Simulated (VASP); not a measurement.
# Tl (P6_3/mmc) in VASP: vibrations by perturbation theory with PBEsol

Aim: the vibrations by perturbation theory of Tl with PBEsol.

All numbers are computed with VASP 6.6.1; they aren't measurements. Logs are shortened: lines on timing, memory, paths and dates and some standing lists are left out, and cuts for length are marked.

### Step 1. The cell of the first run

Symmetry: P6_3/mmc, No. 194, hexagonal system. The conventional cell has a = 3.481 Å, b = 3.481 Å, c = 5.478 Å, α = 90.00°, β = 90.00°, γ = 120.00°. Within 4.5 Å of Tl (site symmetry -6m2) lie 12 Tl at 3.40 to 3.48 Å.

### Step 2. Vibrations by perturbation theory, PBEsol

INCAR

```
SYSTEM = Tl
PREC = Accurate
ENCUT = 520
EDIFF = 1E-8
ISMEAR = 1
SIGMA = 0.2
LREAL = .FALSE.
LASPH = .TRUE.
NELM = 60
ALGO = Fast
ISIF = 2
LWAVE = .FALSE.
LCHARG = .TRUE.
GGA = PS
NBANDS = 20
IBRION = 8
NSW = 1
```

KPOINTS

```
regular mesh
0
G
  12 12 6
  0 0 0
```

POSCAR

```
Tl
1.0
    3.4808641744      0.0000000000      0.0000000000
   -1.7404320872      3.0145168021      0.0000000000
    0.0000000000      0.0000000000      5.4776577985
Tl
2
Direct
    0.3333333333      0.6666666667      0.7500000000
    0.6666666667      0.3333333333      0.2500000000
```

Potentials or basis: VASP PAW PBE potentials, release 64 (Tl_d).

Run with:

```bash
$ cat potpaw_PBE.64/Tl_d/POTCAR > POTCAR
$ mpirun -np 1 vasp_std > vasp.out
```

OUTCAR:

```text
SYSTEM = Tl
   PREC = Accurate
   ENCUT = 520
   EDIFF = 1E-8
   ISMEAR = 1
   LREAL = .FALSE.
   LASPH = .TRUE.
   NELM = 60
   ISIF = 2
   GGA = PS
   IBRION = 8
   NSW = 1

 ion  position               nearest neighbor table
   1  0.333  0.667  0.750-   2 3.40   2 3.40   2 3.40   2 3.40   2 3.40   2 3.40
   2  0.667  0.333  0.250-   1 3.40   1 3.40   1 3.40   1 3.40   1 3.40   1 3.40

  LATTYP: Found a hexagonal cell.
 ALAT       =     3.4808641744
 C/A-ratio  =     1.5736488194

  Lattice vectors:

 A1 = (   3.4808641744,   0.0000000000,   0.0000000000)
 A2 = (  -1.7404320872,   3.0145168021,   0.0000000000)
 A3 = (   0.0000000000,   0.0000000000,   5.4776577985)

Analysis of symmetry for initial positions (statically):
=====================================================================
 Subroutine PRICEL returns:
 Original cell was already a primitive cell.

 Routine SETGRP: Setting up the symmetry group for a
 hexagonal supercell.

 Subroutine GETGRP returns: Found 24 space group operations
 (whereof 12 operations were pure point group operations)
 out of a pool of 24 trial point group operations.

The static configuration has the point symmetry D_3d.
 The point group associated with its full space group is D_6h.

Analysis of symmetry for dynamics (positions and initial velocities):
=====================================================================
 Subroutine PRICEL returns:
 Original cell was already a primitive cell.

 Routine SETGRP: Setting up the symmetry group for a
 hexagonal supercell.

 Subroutine GETGRP returns: Found 24 space group operations
 (whereof 12 operations were pure point group operations)
 out of a pool of 24 trial point group operations.

The dynamic configuration has the point symmetry D_3d.
 The point group associated with its full space group is D_6h.

 Subroutine INISYM returns: Found 24 space group operations
 (whereof 12 operations are pure point group operations),
 and found     1 'primitive' translations

----------------------------------------------------------------------------------------

                                     Primitive cell

  volume of cell :      57.4777

  direct lattice vectors                    reciprocal lattice vectors
     3.480864174  0.000000000  0.000000000     0.287284982  0.165864061  0.000000000
    -1.740432087  3.014516802  0.000000000     0.000000000  0.331728123  0.000000000
     0.000000000  0.000000000  5.477657799     0.000000000  0.000000000  0.182559780

  length of vectors
     3.480864174  3.480864174  5.477657799     0.331728123  0.331728123  0.182559780

  position of ions in fractional coordinates (direct lattice)
     0.333333333  0.666666667  0.750000000
     0.666666667  0.333333333  0.250000000

  ion indices of the primitive-cell ions
   primitive index   ion index
                 1           1
                 2           2

----------------------------------------------------------------------------------------

 KPOINTS: regular mesh

Automatic generation of k-mesh.
 Grid dimensions read from file:
 generate k-points for:   12   12    6

 Generating k-lattice:

  Cartesian coordinates                     Fractional coordinates (reciprocal lattice)
     0.023940415  0.013822005  0.000000000     0.083333333  0.000000000  0.000000000
     0.000000000  0.027644010  0.000000000     0.000000000  0.083333333  0.000000000
     0.000000000  0.000000000  0.030426630     0.000000000  0.000000000  0.166666667

  Length of vectors
     0.027644010  0.027644010  0.030426630

  Shift w.r.t. Gamma in fractional coordinates (k-lattice)
     0.000000000  0.000000000  0.000000000

 Subroutine IBZKPT returns following result:
 ===========================================

 Found     76 irreducible k-points:

 Following reciprocal coordinates:
            Coordinates               Weight
  0.000000  0.000000  0.000000      1.000000
  0.083333 -0.000000  0.000000      6.000000
  0.166667  0.000000  0.000000      6.000000
  0.250000  0.000000  0.000000      6.000000
  0.333333 -0.000000  0.000000      6.000000
  0.416667  0.000000  0.000000      6.000000
[... 16 lines left out ...]
  0.250000  0.000000  0.166667     12.000000
  0.333333 -0.000000  0.166667     12.000000
 [... further k-points ...]
   k-points           NKPTS =     76   k-points in BZ     NKDIM =     76   number of bands    NBANDS=     20
[... 19 lines left out ...]
   EDIFFG = 0.1E-06   stopping-criterion for IOM
   NSW    =      1    number of steps for IOM
   IBRION =      8    ionic relax: 0-MD 1-quasi-New 2-CG
   NFREE  =      0    steps in history (QN), initial steepest desc. (CG)
   ISIF   =      2    stress and relaxation
   ISYM   =      2    0-nonsym 1-usesym 2-fastsym
   POTIM  = 0.5000    time-step for ionic-motion
   TEBEG  =    0.0;   TEEND  =   0.0 temperature during run
   PSTRESS=    0.0 pullay stress
   NELECT =      26.0000    total number of electrons
   NUPDOWN=      -1.0000    fix difference up-down
   EMIN   =  10.00;   EMAX   =-10.00  energy-range for DOS
   EFERMI =   0.00;   METHOD = LEGACY
   ISMEAR =     1;   SIGMA  =   0.20  broadening in eV -4-tet -1-fermi 0-gaus
   EFERMI_NEDOS =   21; number of points for ismear=-14 and -15
   IALGO  =     68    algorithm
   IMIX   =      4    mixing-type and parameters
     AMIX     =   0.40;   BMIX     =  1.00
     AMIX_MAG =   1.60;   BMIX_MAG =  1.00
  volume/ion in A,a.u.               =      28.74       193.94
  Fermi-wavevector in a.u.,A,eV,Ry     =   1.256703  2.374825 21.487721  1.579303
  Thomas-Fermi vector in A             =   2.390398
   LORBIT       =      0    0 simple, 1 ext, 2 COOP (PROOUT), +10 PAW based schemes
   GGA     = PS    functional components
   LHFCALC =     F    Hartree Fock is set to
   AEXX    =    0.0000 exact exchange contribution
   IVDW    =     0    specifies the selected vdW correction
   LEPSILON=     F    determine dielectric tensor
   LRPA    =     F    only Hartree local field effects (RPA)
 non-spin polarized calculation
 RMM-DIIS sequential band-by-band and
 Methfessel and Paxton  Order N= 1 SIGMA  =   0.20
  energy-cutoff  :      520.00
  volume of cell :       57.48
 maximum number of plane-waves:      1574
 NGX is ok and might be reduce to    28
   NGX = 13   NGY = 13   NGZ = 21

--------------------------------------- Ionic step        1  -------------------------------------------

 number of electron      25.9999996 magnetization

 Free energy of the ion-electron system (eV)
  ---------------------------------------------------
  ext. energy  EPLUGINS =         0.00000000
  ---------------------------------------------------
  free energy    TOTEN  =        -5.26799704 eV

  energy without entropy =       -5.26896148  energy(sigma->0) =       -5.26831852

 E-fermi :   6.2854     XC(G=0): -10.3399

 val. band max:        6.2199403850   @ k =   0.3333   0.1667   0.3333
 cond. band min:       6.2858530806   @ k =   0.2500   0.2500   0.1667
 fundamental gap:      0.0659126956
 Fermi energy:         6.2854339408

 k-point     1 :       0.0000    0.0000    0.0000
  band No.  band energies     occupation
      1      -5.3984      2.00000
      2      -5.1510      2.00000
      3      -5.1510      2.00000
      4      -5.1498      2.00000
      5      -5.0948      2.00000
      6      -5.0948      2.00000
[... 541 lines left out ...]
     19      14.8358      0.00000
     20      16.0996      0.00000

 [... further k-points ...]

------------------------ aborting loop because EDIFF is reached ----------------------------------------

  FORCE on cell =-STRESS in cart. coord.  units (eV):
  Direction    XX          YY          ZZ          XY          YZ          ZX
  --------------------------------------------------------------------------------------
  -------------------------------------------------------------------------------------
  Total       -0.0248080     -0.0248080     -0.0650271      0.0000000     -0.0000000     -0.0000000
  in kB       -0.6915168     -0.6915168     -1.8126130      0.0000000     -0.0000000     -0.0000000
  external PRESSURE =      -1.0652155 kB  Pullay stress =       0.0000000 kB

 VOLUME and BASIS-vectors are now :
 -----------------------------------------------------------------------------
  energy-cutoff  :      520.00
  volume of cell :       57.48
      direct lattice vectors                 reciprocal lattice vectors
     3.480864174  0.000000000  0.000000000     0.287284982  0.165864061  0.000000000
    -1.740432087  3.014516802  0.000000000     0.000000000  0.331728123  0.000000000
     0.000000000  0.000000000  5.477657799     0.000000000  0.000000000  0.182559780

 POSITION                                       TOTAL-FORCE (eV/Angst)
 -----------------------------------------------------------------------------------
     -0.00000      2.00968      4.10824         0.000000      0.000000      0.000000
      1.74043      1.00484      1.36941        -0.000000     -0.000000      0.000000
 -----------------------------------------------------------------------------------
    total drift:                               -0.000000      0.000000      0.000000

  FREE ENERGIE OF THE ION-ELECTRON SYSTEM (eV)
  ---------------------------------------------------
  free  energy   TOTEN  =        -5.2679970365 eV

  energy  without entropy=       -5.2689614842  energy(sigma->0) =       -5.26831852

[... ionic steps 2 to 3 ...]

--------------------------------------- Ionic step        4  -------------------------------------------

------------------------ aborting loop because EDIFF is reached ----------------------------------------

[... ionic steps 5 to 5 ...]

--------------------------------------- Ionic step        6  -------------------------------------------

 Free energy of the ion-electron system (eV)
  ---------------------------------------------------
  ---------------------------------------------------
  free energy    TOTEN  =        -0.35704944 eV

  energy without entropy =       -0.35704944

------------------------ aborting loop because EDIFF is reached ----------------------------------------

 INTERNAL STRAIN TENSOR  FOR ION    1  DIRECTION 3   (eV/Angst):
 -----------------------------------------------------------------------------
    -0.00420  0.00000  0.00000
     0.00000 -0.00420  0.00000
     0.00000  0.00000  0.00961

 INTERNAL STRAIN TENSOR FOR ION    2 for displacements in x,y,z  (eV/Angst):
          X           Y           Z          XY          YZ          ZX
  --------------------------------------------------------------------------------
  x     0.00000     0.00000     0.00000     0.76621     0.00000     0.00000
  y     0.76621    -0.76621     0.00000    -0.00000     0.00000     0.00000
  z    -0.00000     0.00000    -0.00000     0.00000     0.00000     0.00000

 SECOND DERIVATIVES (NOT SYMMETRIZED)
 ------------------------------------
               1X          1Y          1Z          2X          2Y          2Z
  1X    -0.368258    0.000000    0.000000    0.368258   -0.000000    0.000000
  1Y    -0.000000   -0.368258    0.000000    0.000000    0.368258    0.000000
  1Z     0.000000    0.000000   -3.215911   -0.000000    0.000000    3.215911
  2X     0.368258   -0.000000    0.000000   -0.368258    0.000000    0.000000
  2Y     0.000000    0.368258    0.000000   -0.000000   -0.368258    0.000000
  2Z    -0.000000    0.000000    3.215911    0.000000    0.000000   -3.215911

 Eigenvectors and eigenvalues of the dynamical matrix
 ----------------------------------------------------

   1 f  =    2.773311 THz    17.425225 2PiTHz   92.507687 cm-1    11.469486 meV
             X         Y         Z           dx          dy          dz
     -0.000000  2.009678  4.108243    -0.000000    0.000000    0.707107
      1.740432  1.004839  1.369414     0.000000   -0.000000   -0.707107
[... 11 lines left out ...]
   4 f  =    0.000000 THz     0.000000 2PiTHz    0.000001 cm-1     0.000000 meV
             X         Y         Z           dx          dy          dz
     -0.000000  2.009678  4.108243     0.005178    0.705219   -0.051380
      1.740432  1.004839  1.369414     0.005178    0.705219   -0.051380

   5 f/i=    0.000000 THz     0.000000 2PiTHz    0.000000 cm-1     0.000000 meV
             X         Y         Z           dx          dy          dz
     -0.000000  2.009678  4.108243     0.707088   -0.005154    0.000528
      1.740432  1.004839  1.369414     0.707088   -0.005154    0.000528

   6 f/i=    0.000000 THz     0.000000 2PiTHz    0.000001 cm-1     0.000000 meV
             X         Y         Z           dx          dy          dz
     -0.000000  2.009678  4.108243    -0.000152    0.051382    0.705237
      1.740432  1.004839  1.369414    -0.000152    0.051382    0.705237

--------------------------------------------------------------------------------------------------------

 ELASTIC MODULI CONTR FROM IONIC RELAXATION (kBar)
 Direction    XX          YY          ZZ          XY          YZ          ZX
 --------------------------------------------------------------------------------
 XX         -44.4374     44.4374     -0.0000     -0.0000      0.0000      0.0000
 YY          44.4374    -44.4374      0.0000      0.0000      0.0000      0.0000
 ZZ          -0.0000      0.0000     -0.0000     -0.0000      0.0000      0.0000
 XY          -0.0000      0.0000     -0.0000    -44.4374      0.0000      0.0000
 YZ           0.0000      0.0000      0.0000      0.0000      0.0000      0.0000
 ZX           0.0000      0.0000      0.0000      0.0000      0.0000      0.0000
 --------------------------------------------------------------------------------
```

Wall time 7.9 min (1 thread of Intel Xeon 6975P-C, shared host); peak memory 0.7 GiB.

Results:

```yaml
Highest_phonon_frequency_at_Γ: 93 cm⁻¹
```

Phonon frequencies in cm⁻¹ (negative: imaginary):
```csv
q point,frequencies
"(0.000, 0.000, 0.000)",0 0 0 31 31 93
```

Caveat: the PAW data sets were made with another functional, which shifts forces and pressure a little; spin-orbit coupling is left out, which moves the levels of the heavy elements.
